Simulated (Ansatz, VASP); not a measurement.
# Two plane-wave programs on Mo

```
Mo
1.0
     4.42558    0.00000    0.00000
    -2.21279    3.83266    0.00000
     0.00000    0.00000   19.61350
Mo
5
Direct
  0.83333 0.16667 0.40788
  0.16667 0.83333 0.45394
  0.50000 0.50000 0.50000
  0.83333 0.16667 0.54606
  0.16667 0.83333 0.59212
```

Alike in both runs: task single point; functional PBEsol; k mesh 9 × 9 × 1; occupations fermi-dirac, width 0.05 eV; no spin polarisation.

```csv
,VASP,Ansatz
version,VASP 6.6.1,Ansatz 0.2.0
potentials or method,"VASP PAW PBE potentials, release 64 (Mo_sv)","PAW with Ansatz's default frozen-core files, scalar-relativistic"
plane-wave cutoff (eV),520,420
valence electrons in the cell,70,70
```

```tsv
	VASP	Ansatz	Ansatz less VASP
rms of the force components (eV/Å)	1.084	1.092	+0.0076
```

VASP's potentials were made for PBE, not for PBEsol. Atom by atom the forces differ by 0.008 eV/Å (rms over components).
